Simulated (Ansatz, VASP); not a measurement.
# CoO: VASP beside Ansatz

File INCAR:

```
SYSTEM = CoO
  PREC = Accurate
  ENCUT = 520
  EDIFF = 1E-8
  ISMEAR = -1
  SIGMA = 0.05
  LREAL = .FALSE.
  LASPH = .TRUE.
  NELM = 200
  ALGO = Normal
  ISIF = 2
  LWAVE = .FALSE.
  LCHARG = .FALSE.
  ISPIN = 2
  MAGMOM = 2 0
  LORBIT = 11
  LMAXMIX = 4
  GGA = PS
  LEFG = .TRUE.
  NBANDS = 18
  GGA_COMPAT = .FALSE.
```

File KPOINTS:

```
Automatic mesh
0
G
  16 16 16
  0 0 0
```

The input POSCAR:

```
CoO
1.0
    0.0000000000      2.1385814474      2.1385814474
    2.1385814474      0.0000000000      2.1385814474
    2.1385814474      2.1385814474      0.0000000000
Co O
1 1
Direct
    0.0000000000      0.0000000000      0.0000000000
    0.5000000000      0.5000000000      0.5000000000
```

Input for Ansatz:

```yaml
crystal:
  lattice:
    - [0.0, 2.1385814474, 2.1385814474]
    - [2.1385814474, 0.0, 2.1385814474]
    - [2.1385814474, 2.1385814474, 0.0]
  atoms:
    - { symbol: Co, position: [0.0, 0.0, 0.0], spin: 2.0 }
    - { symbol: O, position: [0.5, 0.5, 0.5] }
magnetization:
  spin_polarized: true
kpoints:
  mp_grid: { grid: [16, 16, 16] }
scf:
  occupations: { method: fermi_dirac, width: 0.05 }
hamiltonian:
  xc: pbesol
  pseudopotentials: { kind: paw }
output:
  forces: true
  stress: true
  eigenvalues: true
  efg: { contact_densities: true }
```

Change from the starting cell: volume scaled by 1.01, PAW files.

Alike in both runs: task electric field gradients; functional PBEsol; k mesh 16 × 16 × 16; occupations fermi-dirac, width 0.05 eV; collinear spin.

|  | VASP | Ansatz |
| --- | --- | --- |
| version | VASP 6.6.1 | Ansatz 0.2.0 |
| potentials or method | VASP PAW PBE potentials, release 64 (Co, O) | PAW with Ansatz's default frozen-core files, scalar-relativistic |
| plane-wave cutoff (eV) | 520 | 420 |
| valence electrons in the cell | 15 | 23 |

Ansatz gave:

| Item | Value |
| --- | --- |
| pressure (GPa) | -12.2 |
| net moment per atom (μB) | 1.49 |
| size of the moment on the site where the two differ most (μB) | 2.52 |

Task: Which values does VASP return?

Result: Pressure (GPa): -12.7; net moment per atom (μB): 1.48; size of the moment on the site where the two differ most (μB): 2.58.

VASP's potentials were made for PBE, not for PBEsol. Site moments also hang on the region over which each program counts them. With one functional, cell and mesh, what is left measures potentials, basis and numerics. VASP's potentials hold 15 valence electrons a cell and Ansatz's 23, so a difference there can come from the potentials and not from the codes.
